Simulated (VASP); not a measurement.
# NaC8 (P6/mmm) in VASP: further runs

NaC8 is run at these levels: PBE+D3(BJ); tasks: single point.

Everything below comes from runs of VASP 6.6.1. Logs are shortened: lines on timing, memory, paths and dates and some standing lists are left out, and cuts for length are marked.

## Step 1: The cell of the first run

It takes space group P6/mmm (No. 191, hexagonal). The conventional cell has a = 4.976 Å, b = 4.976 Å, c = 4.496 Å, α = 90.00°, β = 90.00°, γ = 120.00°. Na (site symmetry 6/mmm) has 12 C at 2.67 Å within 3.5 Å. Within 1.9 Å of C (site symmetry mm2) lie 3 C at 1.43 to 1.44 Å. Within 1.9 Å of C (site symmetry -6m2) lie 3 C at 1.43 Å.

## Step 2: Single point, PBE+D3(BJ)

INCAR

```
PREC     = Accurate       # precision mode
ENCUT    = 1130           # plane-wave cutoff, eV
EDIFF    = 1E-6           # SCF threshold, eV
ISMEAR   = 0              # smearing method
SIGMA    = 0.2            # smearing width, eV
LREAL    = F              # projectors in reciprocal space
LASPH    = T              # aspherical terms in the spheres
NELM     = 120            # most SCF steps
ALGO     = Normal         # electronic algorithm
ISIF     = 2              # what is computed and relaxed
LWAVE    = F              # write WAVECAR
LCHARG   = T              # write CHGCAR
GGA      = PE             # functional
IVDW     = 12             # dispersion correction
LELF     = T              # ELF
LVHAR    = T            
NBANDS   = 30             # bands
GGA_COMPAT= F
```

KPOINTS

```
Automatic mesh
0
Gamma
  6 6 6
```

POSCAR

```
NaC8
1.0
    0.0000000000      0.0000000000      4.4961254233
    4.9760002324      0.0000000289      0.0000000000
   -2.4880001412      4.3093425960      0.0000000000
Na C
1 8
Direct
    0.5000000000      0.0000000000      0.0000000000
    0.0000000000      0.3346734156      0.1673367078
    0.0000000000      0.3333333333      0.6666666667
    0.0000000000      0.8326632922      0.1673367078
    0.0000000000      0.8326632922      0.6653265844
    0.0000000000      0.1673367078      0.3346734156
    0.0000000000      0.1673367078      0.8326632922
    0.0000000000      0.6666666667      0.3333333333
    0.0000000000      0.6653265844      0.8326632922
```

Potentials or basis: VASP PAW PBE potentials, release 64 (Na_sv, C).

Run with:

```console
$ cat potpaw_PBE.64/Na_sv/POTCAR potpaw_PBE.64/C/POTCAR > POTCAR
$ mpirun -np 1 vasp_std > vasp.out
```

OUTCAR:

```text
PREC = Accurate
   ENCUT = 1130
   EDIFF = 1E-6
   ISMEAR = 0
   LREAL = F
   LASPH = T
   NELM = 120
   ISIF = 2
   GGA = PE
   IVDW = 12
 IVDW          = 12

 ion  position               nearest neighbor table
   1  0.500  0.000  0.000-
   2  0.000  0.335  0.167-   8 1.43   7 1.44   6 1.44
   3  0.000  0.333  0.667-   7 1.43   6 1.43   9 1.43
   4  0.000  0.833  0.167-   8 1.43   9 1.44   6 1.44
   5  0.000  0.833  0.665-   8 1.43   9 1.44   7 1.44
   6  0.000  0.167  0.335-   3 1.43   2 1.44   4 1.44
   7  0.000  0.167  0.833-   3 1.43   2 1.44   5 1.44
   8  0.000  0.667  0.333-   4 1.43   5 1.43   2 1.43
   9  0.000  0.665  0.833-   3 1.43   4 1.44   5 1.44

  LATTYP: Found a hexagonal cell.
 ALAT       =     4.9760002324
 C/A-ratio  =     0.9035621409

  Lattice vectors:

 A1 = (   4.9760002324,   0.0000000289,   0.0000000000)
 A2 = (  -2.4880001412,   4.3093425960,   0.0000000000)
 A3 = (   0.0000000000,   0.0000000000,   4.4961254233)

Analysis of symmetry for initial positions (statically):
=====================================================================
 Subroutine PRICEL returns:
 Original cell was already a primitive cell.

 Routine SETGRP: Setting up the symmetry group for a
 hexagonal supercell.

 Subroutine GETGRP returns: Found 24 space group operations
 (whereof 24 operations were pure point group operations)
 out of a pool of 24 trial point group operations.

The static configuration has the point symmetry D_6h.

Analysis of symmetry for dynamics (positions and initial velocities):
=====================================================================
 Subroutine PRICEL returns:
 Original cell was already a primitive cell.

 Routine SETGRP: Setting up the symmetry group for a
 hexagonal supercell.

 Subroutine GETGRP returns: Found 24 space group operations
 (whereof 24 operations were pure point group operations)
 out of a pool of 24 trial point group operations.

The dynamic configuration has the point symmetry D_6h.

 Subroutine INISYM returns: Found 24 space group operations
 (whereof 24 operations are pure point group operations),
 and found     1 'primitive' translations

[... 112 lines left out ...]
   IBRION =     -1    ionic relax: 0-MD 1-quasi-New 2-CG
   NFREE  =      0    steps in history (QN), initial steepest desc. (CG)
   ISIF   =      2    stress and relaxation
   ISYM   =      2    0-nonsym 1-usesym 2-fastsym
   POTIM  = 0.5000    time-step for ionic-motion
   TEBEG  =    0.0;   TEEND  =   0.0 temperature during run
   PSTRESS=    0.0 pullay stress
   NELECT =      41.0000    total number of electrons
   NUPDOWN=      -1.0000    fix difference up-down
   EMIN   =  10.00;   EMAX   =-10.00  energy-range for DOS
   EFERMI =   0.00;   METHOD = LEGACY
   ISMEAR =     0;   SIGMA  =   0.20  broadening in eV -4-tet -1-fermi 0-gaus
   EFERMI_NEDOS =   21; number of points for ismear=-14 and -15
   IALGO  =     38    algorithm
   IMIX   =      4    mixing-type and parameters
     AMIX     =   0.40;   BMIX     =  1.00
     AMIX_MAG =   1.60;   BMIX_MAG =  1.00
  volume/ion in A,a.u.               =      10.71        72.29
  Fermi-wavevector in a.u.,A,eV,Ry     =   1.231099  2.326439 20.621041  1.515604
  Thomas-Fermi vector in A             =   2.365921
   LORBIT       =      0    0 simple, 1 ext, 2 COOP (PROOUT), +10 PAW based schemes
   GGA     = PE    functional components
   LHFCALC =     F    Hartree Fock is set to
   AEXX    =    0.0000 exact exchange contribution
   IVDW    =    12    specifies the selected vdW correction
   LEPSILON=     F    determine dielectric tensor
   LRPA    =     F    only Hartree local field effects (RPA)
 non-spin polarized calculation
 Gauss-broadening in eV      SIGMA  =   0.20
  energy-cutoff  :     1130.00
  volume of cell :       96.41
 maximum number of plane-waves:      8348
 NGX is ok and might be reduce to    50
   NGX = 25   NGY = 27   NGZ = 27

 number of electron      40.9999999 magnetization

 Free energy of the ion-electron system (eV)
  ---------------------------------------------------
  ext. energy  EPLUGINS =         0.00000000
  ---------------------------------------------------
  free energy    TOTEN  =       -75.04800961 eV

  energy without entropy =      -75.01138210  energy(sigma->0) =      -75.02969586

 E-fermi :   5.1679     XC(G=0):  -9.1688

 val. band max:        5.1340354763   @ k =   0.3333   0.0000   0.0000
 cond. band min:       5.1697788081   @ k =   0.1667   0.1667   0.1667
 fundamental gap:      0.0357433318
 Fermi energy:         5.1679423711

 k-point     1 :       0.0000    0.0000    0.0000
  band No.  band energies     occupation
      1     -48.7790      2.00000
      2     -20.7048      2.00000
      3     -20.7047      2.00000
      4     -20.7047      2.00000
      5     -15.3746      2.00000
      6     -10.2303      2.00000
[... 781 lines left out ...]
     29      12.4290      0.00000
     30      13.4514      0.00000

 [... further k-points ...]

------------------------ aborting loop because EDIFF is reached ----------------------------------------

 Edisp (eV)   -1.17048

 E8    (eV) :    -0.3883

  FORCE on cell =-STRESS in cart. coord.  units (eV):
  Direction    XX          YY          ZZ          XY          YZ          ZX
  --------------------------------------------------------------------------------------
  -------------------------------------------------------------------------------------
  Total       0.00088     0.00088    -0.05641     0.00000     0.00000    -0.00000
  in kB       0.01458     0.01458    -0.93742     0.00000     0.00000    -0.00000
  external pressure =       -0.30 kB  Pullay stress =        0.00 kB

 VOLUME and BASIS-vectors are now :
 -----------------------------------------------------------------------------
  energy-cutoff  :     1130.00
  volume of cell :       96.41
      direct lattice vectors                 reciprocal lattice vectors
     0.000000000  0.000000000  4.496125423     0.000000000  0.000000000  0.222413724
     4.976000232  0.000000029  0.000000000     0.200964620  0.116026979  0.000000000
    -2.488000141  4.309342596  0.000000000    -0.000000001  0.232053956  0.000000000

 POSITION                                       TOTAL-FORCE (eV/Angst)
 -----------------------------------------------------------------------------------
      0.00000      0.00000      2.24806         0.000000     -0.000000     -0.000000
      1.24900      0.72111      0.00000        -0.003840     -0.002217     -0.000000
     -0.00000      2.87290      0.00000         0.000000     -0.000000     -0.000000
      3.72700      0.72111      0.00000         0.003840     -0.002217      0.000000
      2.48800      2.86712      0.00000        -0.000000      0.004434     -0.000000
     -0.00000      1.44222      0.00000         0.000000     -0.004434      0.000000
     -1.23900      3.58823      0.00000        -0.003840      0.002217      0.000000
      2.48800      1.43645      0.00000         0.000000     -0.000000     -0.000000
      1.23900      3.58823      0.00000         0.003840      0.002217     -0.000000
 -----------------------------------------------------------------------------------
    total drift:                                0.000000     -0.000000      0.000000

  FREE ENERGIE OF THE ION-ELECTRON SYSTEM (eV)
  ---------------------------------------------------
  free  energy   TOTEN  =       -76.2184847044 eV

  energy  without entropy=      -76.1818571899  energy(sigma->0) =      -76.20017095
```

stdout:

```text
POSCAR found type information on POSCAR NaC
 POSCAR found :  2 types and       9 ions
 scaLAPACK will be used
 LDA part: xc-table for (Slater+PW92), standard interpolation
 POSCAR, INCAR and KPOINTS ok, starting setup
 FFT: planning ... GRIDC
 FFT: planning ... GRID_SOFT
 FFT: planning ... GRID
 WAVECAR not read
 entering main loop
```

Wall time 8.1 min (1 thread of AMD EPYC 7R43 (Zen 3), shared host); peak memory 0.46 GiB.

Results:

* Free energy: -76.2185 eV
* Pressure: 0.0 GPa
* Largest force: 0.004 eV/Å
* Band gap on the k mesh: zero (an odd number of electrons rules out a gap without spin polarisation)
* Dispersion energy per atom: -0.130 eV

Forces on the atoms (eV/Å):
```
Na   0.000  0.000  0.000
C   -0.004 -0.002  0.000
C    0.000  0.000  0.000
C    0.004 -0.002  0.000
C    0.000  0.004  0.000
C    0.000 -0.004  0.000
C   -0.004  0.002  0.000
C    0.000  0.000  0.000
C    0.004  0.002  0.000
```

Caveat: an odd number of electrons without spin polarisation forces a metal; a magnetic or distorted state may lie lower.

## Step 3: Single point, PBE+D3(BJ), collinear spin

This run uses another cell than the first one, of 10.69 Å³/atom.

INCAR

```
ALGO = Normal
EDIFF = 1E-6
ENCUT = 1130
GGA = PE
GGA_COMPAT = False
ISIF = 2
ISMEAR = 0
ISPIN = 2
IVDW = 12
LASPH = True
LCHARG = False
LORBIT = 11
LREAL = False
LWAVE = False
MAGMOM = 0 1 1 1 1 1 1 1 1
NBANDS = 34
NELM = 200
PREC = Accurate
SIGMA = 0.1
```

KPOINTS

```
k-points
0
Gamma
  6 6 4
```

POSCAR

```
NaC8
1.0
    4.9759647000      0.0000000000      0.0000000000
   -2.4879824000      4.3093119000      0.0000000000
    0.0000000000      0.0000000000      4.4859969000
Na C
1 8
Direct
    0.0000000000      0.0000000000      0.5000000000
    0.3346970000      0.1673485000      0.0000000000
    0.3333333000      0.6666667000      0.0000000000
    0.8326515000      0.1673485000      0.0000000000
    0.8326515000      0.6653030000      0.0000000000
    0.1673485000      0.3346970000      0.0000000000
    0.1673485000      0.8326515000      0.0000000000
    0.6666667000      0.3333333000      0.0000000000
    0.6653030000      0.8326515000      0.0000000000
```

Potentials or basis: VASP PAW PBE potentials, release 64 (Na_sv, C).

Run with:

```console
$ cat potpaw_PBE.64/Na_sv/POTCAR potpaw_PBE.64/C/POTCAR > POTCAR
$ mpirun -np 1 vasp_std > vasp.out
```

OUTCAR:

```text
EDIFF = 1E-6
   ENCUT = 1130
   GGA = PE
   ISIF = 2
   ISMEAR = 0
   ISPIN = 2
   IVDW = 12
   LASPH = True
   LORBIT = 11
   LREAL = False
   NELM = 200
   PREC = Accurate
 IVDW          = 12

 ion  position               nearest neighbor table
   1  0.000  0.000  0.500-
   2  0.335  0.167  0.000-   8 1.43   6 1.44   7 1.44
   3  0.333  0.667  0.000-   7 1.43   9 1.43   6 1.43
   4  0.833  0.167  0.000-   8 1.43   6 1.44   9 1.44
   5  0.833  0.665  0.000-   8 1.43   7 1.44   9 1.44
   6  0.167  0.335  0.000-   3 1.43   4 1.44   2 1.44
[... 1727 lines left out ...]
      2.48798      2.86700      0.00000        -0.000000      0.013616     -0.000000
     -0.00000      1.44231      0.00000         0.000000     -0.013616      0.000000
     -1.23890      3.58816      0.00000        -0.011792      0.006808     -0.000000
      2.48798      1.43644      0.00000         0.000000      0.000000     -0.000000
      1.23890      3.58816      0.00000         0.011792      0.006808     -0.000000
 -----------------------------------------------------------------------------------
    total drift:                               -0.000000     -0.000000     -0.000000

  FREE ENERGIE OF THE ION-ELECTRON SYSTEM (eV)
  ---------------------------------------------------
  free  energy   TOTEN  =       -76.2047342860 eV

  energy  without entropy=      -76.1960295456  energy(sigma->0) =      -76.20038192

 total charge

# of ion       s       p       d       tot
------------------------------------------
    1        1.934   5.605   0.000   7.539
    2        0.848   1.788   0.000   2.636
    3        0.851   1.786   0.000   2.637
    4        0.848   1.788   0.000   2.636
    5        0.848   1.788   0.000   2.636
    6        0.848   1.788   0.000   2.636
    7        0.848   1.788   0.000   2.636
    8        0.851   1.786   0.000   2.637
    9        0.848   1.788   0.000   2.636
--------------------------------------------------
tot          8.725  19.907   0.000  28.632

 magnetization (x)

# of ion       s       p       d       tot
------------------------------------------
    1       -0.000  -0.000   0.000  -0.000
    2       -0.000   0.000   0.000   0.000
    3       -0.000   0.000   0.000   0.000
    4       -0.000   0.000   0.000   0.000
    5       -0.000   0.000   0.000   0.000
    6       -0.000   0.000   0.000   0.000
    7       -0.000   0.000   0.000   0.000
    8       -0.000   0.000   0.000   0.000
    9       -0.000   0.000   0.000   0.000
--------------------------------------------------
tot         -0.000   0.000   0.000   0.000
```

stdout:

```text
POSCAR found type information on POSCAR NaC
 POSCAR found :  2 types and       9 ions
 scaLAPACK will be used
 LDA part: xc-table for (Slater+PW92), standard interpolation
 POSCAR, INCAR and KPOINTS ok, starting setup
 FFT: planning ... GRIDC
 FFT: planning ... GRID_SOFT
 FFT: planning ... GRID
 WAVECAR not read
 entering main loop
```

It took 5.4 min on 1 thread of Intel Xeon Platinum 8488C (Sapphire Rapids), shared host; peak memory 0.68 GiB.

Results:

| Property | Result |
| --- | --- |
| Free energy | -76.2047 eV |
| Pressure | 0.0 GPa |
| Largest force | 0.014 eV/Å |
| Net moment | 0.00 μB per cell |
| Valence electrons inside the program's atomic spheres | Na 7.54; C 2.64 |
| Dispersion energy per atom | -0.130 eV |

Forces on the atoms (eV/Å):
```
Na   0.000  0.000  0.000
C   -0.012 -0.007  0.000
C    0.000  0.000  0.000
C    0.012 -0.007  0.000
C    0.000  0.014  0.000
C    0.000 -0.014  0.000
C   -0.012  0.007  0.000
C    0.000  0.000  0.000
C    0.012  0.007  0.000
```

The gap in the log of VASP goes by the Fermi energy; the results here count the filled bands.